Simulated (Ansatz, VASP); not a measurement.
# Br: VASP beside Ansatz

```
Br
1.0
     3.99202    0.00000    0.00000
    -1.99601    3.45719    0.00000
     0.00000    0.00000    6.56668
Br
3
Direct
  0.00000 0.50000 0.33333
  0.50000 0.50000 0.66667
  0.50000 0.00000 0.00000
```

Alike in both runs: functional PBE; k mesh 12 × 12 × 8; occupations gaussian, width 0.1 eV; no spin polarisation.

Ansatz relaxed the structure, and its values are those at the end. VASP's run is a single point on that final structure, the one shown.

|  | VASP | Ansatz |
| --- | --- | --- |
| version | VASP 6.6.1 | Ansatz 0.2.0 |
| potentials or method | VASP PAW PBE potentials, release 64 (Br), cutoff 520 eV | scalar-relativistic, plane waves, PAW |
| valence electrons in the cell | 21 | 21 |

```tsv
	VASP	Ansatz	Ansatz less VASP
gap on the k mesh at the Fermi level (eV)	none	none	-
pressure (GPa)	0.0	0.0	0.00
```

A gap of «none» marks a metal or a gap that the smearing closes.
